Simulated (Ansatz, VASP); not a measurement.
**One calculation of Ga3Se, two programs**

The input INCAR:

```
SYSTEM = Ga3Se
PREC     = Accurate       ! precision mode
ENCUT    = 520            ! plane-wave cutoff, eV
EDIFF    = 1E-7           ! SCF threshold, eV
ISMEAR   = 0              ! smearing method
SIGMA    = 0.1            ! smearing width, eV
LREAL    = .False.        ! projectors in reciprocal space
LASPH    = .True.         ! aspherical terms in the spheres
NELM     = 80             ! most SCF steps
ALGO     = Normal         ! electronic algorithm
ISIF     = 2              ! what is computed and relaxed
LWAVE    = .False.        ! write WAVECAR
LCHARG   = .False.        ! write CHGCAR
NBANDS   = 30             ! bands
```

File KPOINTS:

```
regular mesh
0
Gamma
  5 5 5
  0 0 0
```

The input POSCAR:

```
Ga3Se
1.0
    4.4324650000      0.0000000000      0.0000000000
    0.0000000000      4.4324650000      0.0000000000
    0.0000000000      0.0000000000      4.4324650000
Ga Se
3 1
Direct
    0.0000000000      0.5000000000      0.5000000000
    0.5000000000      0.0000000000      0.5000000000
    0.5000000000      0.5000000000      0.0000000000
    0.0000000000      0.0000000000      0.0000000000
```

Input for Ansatz:

```yaml
crystal:
  lattice:
    - [4.432465, 0.0, 0.0]
    - [0.0, 4.432465, 0.0]
    - [0.0, 0.0, 4.432465]
  atoms:
    - { symbol: Ga, position: [0.0, 0.5, 0.5] }
    - { symbol: Ga, position: [0.5, 0.0, 0.5] }
    - { symbol: Ga, position: [0.5, 0.5, 0.0] }
    - { symbol: Se, position: [0.0, 0.0, 0.0] }
kpoints:
  mp_grid:
    grid: [5, 5, 5]
    shift: [0.0, 0.0, 0.0]
hamiltonian:
  xc: lda
  pseudopotentials:
    kind: paw
scf:
  occupations:
    method: gaussian
output:
  forces: true
  stress: true
  eigenvalues: true
```

Alike in both runs: task single point; functional LDA; k mesh 5 × 5 × 5; no spin polarisation.

|  | VASP | Ansatz |
| --- | --- | --- |
| version | VASP 6.6.1 | Ansatz 0.2.0 |
| potentials or method | VASP PAW LDA potentials, release 64 (Ga_d, Se) | plane waves, PAW |
| plane-wave cutoff (eV) | 520 | 420 |
| occupations | gaussian, width 0.1 eV | gaussian |
| valence electrons in the cell | 45 | 55 |

|  | VASP | Ansatz | Ansatz less VASP |
| --- | --- | --- | --- |
| gap on the k mesh at the Fermi level (eV) | none | none | - |
| pressure (GPa) | -4.5 | -4.5 | -0.05 |

LDA's correlation is that of Perdew and Zunger in VASP and of Perdew and Wang (1992) in Ansatz. A gap of «none» marks a metal or a gap that the smearing closes. VASP's potentials hold 45 valence electrons a cell and Ansatz's 55, so a difference there can come from the potentials and not from the codes.
